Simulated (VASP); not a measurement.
# NiGe in VASP: single point with PBE

Aim: the single point of NiGe with PBE.

Everything below comes from runs of VASP 6.6.1. Logs are shortened: lines on timing, memory, paths and dates and some standing lists are left out, and cuts for length are marked.

### 1 The cell of the first run

The typed cell holds 4 atoms: a = 2.977 Å, b = 2.977 Å, c = 5.952 Å, α = 90.00°, β = 90.00°, γ = 90.00°.

### 2 Single point, PBE, collinear spin, antiferromagnetic start

The input, INCAR:

```
SYSTEM = NiGe
PREC = Accurate
ENCUT = 520
EDIFF = 1E-6
ISMEAR = 0
SIGMA = 0.1
LREAL = .FALSE.
LASPH = .TRUE.
NELM = 150
ALGO = Normal
ISIF = 2
LWAVE = .FALSE.
LCHARG = .FALSE.
ISPIN = 2
MAGMOM = 1 -1 0 0
LORBIT = 11
LMAXMIX = 4
GGA = PE
NBANDS = 36
KPAR = 2
```

The input, KPOINTS:

```
regular mesh
0
G
  16 16 6
  0 0 0
```

The input, POSCAR:

```
NiGe
1.0
    2.9769169320      0.0000000000      0.0000000000
    0.0000000000      2.9769169320      0.0000000000
    0.0000000000      0.0000000000      5.9524121571
Ni Ge
2 2
Direct
    0.0000000000      0.0000000000      0.0000000000
    0.0000000000      0.0000000000      0.5000000000
    0.5000000000      0.5000000000      0.2500000000
    0.5000000000      0.5000000000      0.7500000000
```

Potentials or basis: VASP PAW PBE potentials, release 64 (Ni, Ge_d).

Launch:

```
$ cat potpaw_PBE.64/Ni/POTCAR potpaw_PBE.64/Ge_d/POTCAR > POTCAR
$ mpirun -np 2 vasp_std > vasp.out
```

OUTCAR:

```text
SYSTEM = NiGe
   PREC = Accurate
   ENCUT = 520
   EDIFF = 1E-6
   ISMEAR = 0
   LREAL = .FALSE.
   LASPH = .TRUE.
   NELM = 150
   ISIF = 2
   ISPIN = 2
   LORBIT = 11
   GGA = PE

 ion  position               nearest neighbor table
   1  0.000  0.000  0.000-   3 2.58   4 2.58   3 2.58   4 2.58   3 2.58   4 2.58   3 2.58   4 2.58
                             2 2.98   2 2.98
   2  0.000  0.000  0.500-   3 2.58   4 2.58   3 2.58   4 2.58   3 2.58   4 2.58   3 2.58   4 2.58
                             1 2.98   1 2.98
   3  0.500  0.500  0.250-   1 2.58   2 2.58   1 2.58   2 2.58   1 2.58   2 2.58   1 2.58   2 2.58
[... 9 lines left out ...]
 A1 = (   2.9769169320,   0.0000000000,   0.0000000000)
 A2 = (   0.0000000000,   2.9769169320,   0.0000000000)
 A3 = (   0.0000000000,   0.0000000000,   5.9524121571)

Analysis of symmetry for initial positions (statically):
=====================================================================
 Subroutine PRICEL returns following result:

  LATTYP: Found a simple tetragonal cell.
 ALAT       =     2.9769169320
 C/A-ratio  =     0.9997612115
[... 12 lines left out ...]
 Subroutine GETGRP returns: Found 16 space group operations
 (whereof 16 operations were pure point group operations)
 out of a pool of 16 trial point group operations.

The static configuration has the point symmetry D_4h.

Analysis of symmetry for dynamics (positions and initial velocities):
=====================================================================
 Subroutine PRICEL returns following result:

  LATTYP: Found a simple tetragonal cell.
 ALAT       =     2.9769169320
 C/A-ratio  =     0.9997612115
[... 12 lines left out ...]
 Subroutine GETGRP returns: Found 16 space group operations
 (whereof 16 operations were pure point group operations)
 out of a pool of 16 trial point group operations.

The dynamic configuration has the point symmetry D_4h.

Analysis of structural, dynamic, and magnetic symmetry:
=====================================================================
 Subroutine PRICEL returns following result:

  LATTYP: Found a simple tetragonal cell.
 ALAT       =     2.9769169320
 C/A-ratio  =     0.9997612115
[... 12 lines left out ...]
 Subroutine GETGRP returns: Found 16 space group operations
 (whereof 16 operations were pure point group operations)
 out of a pool of 16 trial point group operations.

The overall configuration has the point symmetry D_4h.

 Subroutine INISYM returns: Found 16 space group operations
 (whereof 16 operations are pure point group operations),
 and found     2 'primitive' translations

----------------------------------------------------------------------------------------

                                     Primitive cell

  volume of cell :      26.3752

  direct lattice vectors                    reciprocal lattice vectors
     2.976916932  0.000000000  0.000000000     0.335918006  0.000000000  0.000000000
     0.000000000  2.976916932  0.000000000     0.000000000  0.335918006  0.000000000
     0.000000000  0.000000000  2.976206079     0.000000000  0.000000000  0.335998239

  length of vectors
     2.976916932  2.976916932  2.976206079     0.335918006  0.335918006  0.335998239

  position of ions in fractional coordinates (direct lattice)
     0.000000000  0.000000000  0.000000000
     0.500000000  0.500000000  0.500000000

  ion indices of the primitive-cell ions
   primitive index   ion index
                 1           1
                 2           3

----------------------------------------------------------------------------------------

 KPOINTS: regular mesh

Automatic generation of k-mesh.
 Grid dimensions read from file:
 generate k-points for:   16   16    6

 Generating k-lattice:

  Cartesian coordinates                     Fractional coordinates (reciprocal lattice)
     0.020994875  0.000000000  0.000000000     0.062500000  0.000000000  0.000000000
     0.000000000  0.020994875  0.000000000     0.000000000  0.062500000  0.000000000
     0.000000000  0.000000000  0.027999853     0.000000000  0.000000000  0.166666667

  Length of vectors
     0.020994875  0.020994875  0.027999853

  Shift w.r.t. Gamma in fractional coordinates (k-lattice)
     0.000000000  0.000000000  0.000000000

 Subroutine IBZKPT returns following result:
 ===========================================

 Found    180 irreducible k-points:

 Following reciprocal coordinates:
            Coordinates               Weight
  0.000000  0.000000  0.000000      1.000000
  0.062500  0.000000  0.000000      4.000000
  0.125000  0.000000  0.000000      4.000000
  0.187500  0.000000  0.000000      4.000000
  0.250000  0.000000  0.000000      4.000000
  0.312500  0.000000  0.000000      4.000000
[... 16 lines left out ...]
  0.437500  0.125000  0.000000      8.000000
  0.500000  0.125000  0.000000      4.000000
 [... further k-points ...]
   k-points           NKPTS =    180   k-points in BZ     NKDIM =    180   number of bands    NBANDS=     36
   number of dos      NEDOS =    301   number of ions     NIONS =      4
   total plane-waves  NPLWV =  27648
   dimension x,y,z NGX =    24 NGY =   24 NGZ =   48
   dimension x,y,z NGXF=    48 NGYF=   48 NGZF=   96
   ions per type =               2   2
   NGX,Y,Z   is equivalent  to a cutoff of  13.40, 13.40, 13.41 a.u.
   NGXF,Y,Z  is equivalent  to a cutoff of  26.81, 26.81, 26.81 a.u.
 SYSTEM =  NiGe
   PREC   = accura    normal or accurate (medium, high low for compatibility)
   ISTART =      0    job   : 0-new  1-cont  2-samecut
   ICHARG =      2    charge: 1-file 2-atom 10-const
   ISPIN  =      2    spin polarized calculation?
   LNONCOLLINEAR =      F non collinear calculations
   LSORBIT =      F    spin-orbit coupling
   LASPH  =      T    aspherical Exc in radial PAW
   ENCUT  =  520.0 eV  38.22 Ry    6.18 a.u.   5.54  5.54 11.07*2*pi/ulx,y,z
   NELM   =    150;   NELMIN=  2; NELMDL= -5     # of ELM steps
   EDIFF  = 0.1E-05   stopping-criterion for ELM
   LREAL  =      F    real-space projection
   EDIFFG = 0.1E-04   stopping-criterion for IOM
   NSW    =      0    number of steps for IOM
   IBRION =     -1    ionic relax: 0-MD 1-quasi-New 2-CG
   NFREE  =      0    steps in history (QN), initial steepest desc. (CG)
   ISIF   =      2    stress and relaxation
   ISYM   =      2    0-nonsym 1-usesym 2-fastsym
   POTIM  = 0.5000    time-step for ionic-motion
   TEBEG  =    0.0;   TEEND  =   0.0 temperature during run
   PSTRESS=    0.0 pullay stress
   NELECT =      48.0000    total number of electrons
   NUPDOWN=      -1.0000    fix difference up-down
   EMIN   =  10.00;   EMAX   =-10.00  energy-range for DOS
   EFERMI =   0.00;   METHOD = LEGACY
   ISMEAR =     0;   SIGMA  =   0.10  broadening in eV -4-tet -1-fermi 0-gaus
   EFERMI_NEDOS =   21; number of points for ismear=-14 and -15
   IALGO  =     38    algorithm
   IMIX   =      4    mixing-type and parameters
     AMIX     =   0.40;   BMIX     =  1.00
     AMIX_MAG =   1.60;   BMIX_MAG =  1.00
  volume/ion in A,a.u.               =      13.19        88.99
  Fermi-wavevector in a.u.,A,eV,Ry     =   1.586401  2.997864 34.241369  2.516670
  Thomas-Fermi vector in A             =   2.685718
   LORBIT       =     11    0 simple, 1 ext, 2 COOP (PROOUT), +10 PAW based schemes
   GGA     = PE    functional components
   LHFCALC =     F    Hartree Fock is set to
   AEXX    =    0.0000 exact exchange contribution
   IVDW    =     0    specifies the selected vdW correction
   LEPSILON=     F    determine dielectric tensor
   LRPA    =     F    only Hartree local field effects (RPA)
 spin polarized calculation
 Gauss-broadening in eV      SIGMA  =   0.10
  energy-cutoff  :      520.00
  volume of cell :       52.75
 maximum number of plane-waves:      1449
 NGX is ok and might be reduce to    24
   NGX = 11   NGY = 11   NGZ = 23

 number of electron      47.9999964 magnetization       0.0000000

 number of electron      47.9999964 magnetization      -0.0000000

 Free energy of the ion-electron system (eV)
  ---------------------------------------------------
  ext. energy  EPLUGINS =         0.00000000
  ---------------------------------------------------
  free energy    TOTEN  =       -20.24940510 eV

  energy without entropy =      -20.23942214  energy(sigma->0) =      -20.24441362

 E-fermi :   9.4582     XC(G=0): -12.7066

 val. band max:        9.4519149332   @ k =   0.4375   0.4375   0.0000
 cond. band min:       9.4630703212   @ k =   0.4375   0.0625   0.1667
 fundamental gap:      0.0111553880
 Fermi energy:         9.4582039417

 spin component 1

 k-point     1 :       0.0000    0.0000    0.0000
  band No.  band energies     occupation
      1     -15.5183      1.00000
      2     -15.5173      1.00000
      3     -15.5096      1.00000
      4     -15.4487      1.00000
      5     -15.4487      1.00000
      6     -15.4240      1.00000
[... 925 lines left out ...]
     35      21.9192      0.00000
     36      22.3684      0.00000

 [... further k-points ...]

 spin component 2

 k-point     1 :       0.0000    0.0000    0.0000
  band No.  band energies     occupation
      1     -15.5183      1.00000
      2     -15.5173      1.00000
      3     -15.5096      1.00000
      4     -15.4487      1.00000
      5     -15.4487      1.00000
      6     -15.4240      1.00000
[... 925 lines left out ...]
     35      21.9192      0.00000
     36      22.3688      0.00000

 [... further k-points ...]

------------------------ aborting loop because EDIFF is reached ----------------------------------------

  FORCE on cell =-STRESS in cart. coord.  units (eV):
  Direction    XX          YY          ZZ          XY          YZ          ZX
  --------------------------------------------------------------------------------------
  -------------------------------------------------------------------------------------
  Total        0.0297786      0.0297786      0.0403803      0.0000000      0.0000000      0.0000000
  in kB        0.9044586      0.9044586      1.2264620      0.0000000      0.0000000      0.0000000
  external PRESSURE =       1.0117930 kB  Pullay stress =       0.0000000 kB

 VOLUME and BASIS-vectors are now :
 -----------------------------------------------------------------------------
  energy-cutoff  :      520.00
  volume of cell :       52.75
      direct lattice vectors                 reciprocal lattice vectors
     2.976916932  0.000000000  0.000000000     0.335918006  0.000000000  0.000000000
     0.000000000  2.976916932  0.000000000     0.000000000  0.335918006  0.000000000
     0.000000000  0.000000000  5.952412157     0.000000000  0.000000000  0.167999119

 POSITION                                       TOTAL-FORCE (eV/Angst)
 -----------------------------------------------------------------------------------
      0.00000      0.00000      0.00000         0.000000      0.000000      0.000000
      0.00000      0.00000      2.97621         0.000000      0.000000      0.000000
      1.48846      1.48846      1.48810         0.000000     -0.000000      0.000000
      1.48846      1.48846      4.46431        -0.000000     -0.000000      0.000000
 -----------------------------------------------------------------------------------
    total drift:                                0.000000     -0.000000     -0.000000

  FREE ENERGIE OF THE ION-ELECTRON SYSTEM (eV)
  ---------------------------------------------------
  free  energy   TOTEN  =       -20.2494050986 eV

  energy  without entropy=      -20.2394221445  energy(sigma->0) =      -20.24441362

 total charge

# of ion       s       p       d       tot
------------------------------------------
    1        0.401   0.414   8.479   9.294
    2        0.401   0.414   8.479   9.294
    3        1.159   1.095  10.081  12.335
    4        1.159   1.095  10.081  12.335
--------------------------------------------------
tot          3.119   3.018  37.121  43.257

 magnetization (x)

# of ion       s       p       d       tot
------------------------------------------
    1        0.000   0.000   0.000   0.000
    2       -0.000  -0.000  -0.000  -0.000
    3        0.000   0.000   0.000   0.000
    4        0.000   0.000   0.000   0.000
--------------------------------------------------
tot          0.000   0.000   0.000   0.000
```

It took 2.4 min on 2 MPI ranks of Intel Xeon Platinum 8488C (Sapphire Rapids), shared host; peak memory 0.55 GiB.

What came out:

```yaml
Free_energy: -20.2494 eV
Pressure: 0.1 GPa
Band_gap_on_the_k_mesh: zero (filled and empty bands overlap)
Net_moment: 0.00 μB per cell
Valence_electrons_inside_the_program's_atomic_spheres: Ni 9.29; Ge 12.34
```

Levels at points of the mesh, in eV from the Fermi level:
Spin up:
| k point | band 20 | band 21 | band 22 | band 23 | band 24 | band 25 | band 26 | band 27 | band 28 | band 29 |
| --- | --- | --- | --- | --- | --- | --- | --- | --- | --- | --- |
| (0.00, 0.00, 0.00) | -1.57 | -1.57 | -1.53 | -0.92 | 2.57 | 2.57 | 2.58 | 6.73 | 6.73 | 7.53 |
| (0.50, 0.00, 0.00) | -1.99 | -1.99 | -1.53 | -1.11 | -0.92 | -0.16 | 1.29 | 6.73 | 6.73 | 7.22 |
| (0.50, 0.50, 0.00) | -1.99 | -1.11 | -1.08 | -1.08 | -0.16 | 1.29 | 2.26 | 2.26 | 2.27 | 2.34 |
| (0.00, 0.00, 0.50) | -2.07 | -1.55 | -1.55 | -0.70 | -0.70 | 4.15 | 4.15 | 4.15 | 4.15 | 8.44 |
| (0.50, 0.00, 0.50) | -2.23 | -1.77 | -1.77 | -0.96 | -0.96 | 1.78 | 1.78 | 4.32 | 4.32 | 6.94 |
| (0.50, 0.50, 0.50) | -1.12 | -1.10 | -1.10 | -0.86 | -0.86 | -0.86 | -0.86 | 1.52 | 1.52 | 3.74 |
Spin down:
| k point | band 21 | band 22 | band 23 | band 24 | band 25 | band 26 | band 27 | band 28 |
| --- | --- | --- | --- | --- | --- | --- | --- | --- |
| (0.00, 0.00, 0.00) | -1.57 | -1.53 | -0.92 | 2.57 | 2.57 | 2.58 | 6.73 | 6.73 |
| (0.50, 0.00, 0.00) | -1.99 | -1.53 | -1.11 | -0.92 | -0.16 | 1.29 | 6.73 | 6.73 |
| (0.50, 0.50, 0.00) | -1.11 | -1.08 | -1.08 | -0.16 | 1.29 | 2.26 | 2.26 | 2.27 |
| (0.00, 0.00, 0.50) | -1.55 | -1.55 | -0.70 | -0.70 | 4.15 | 4.15 | 4.15 | 4.15 |
| (0.50, 0.00, 0.50) | -1.77 | -1.77 | -0.96 | -0.96 | 1.78 | 1.78 | 4.32 | 4.32 |
| (0.50, 0.50, 0.50) | -1.10 | -1.10 | -0.86 | -0.86 | -0.86 | -0.86 | 1.52 | 1.52 |

Caveat: the moments typed at the start vanished in this run.
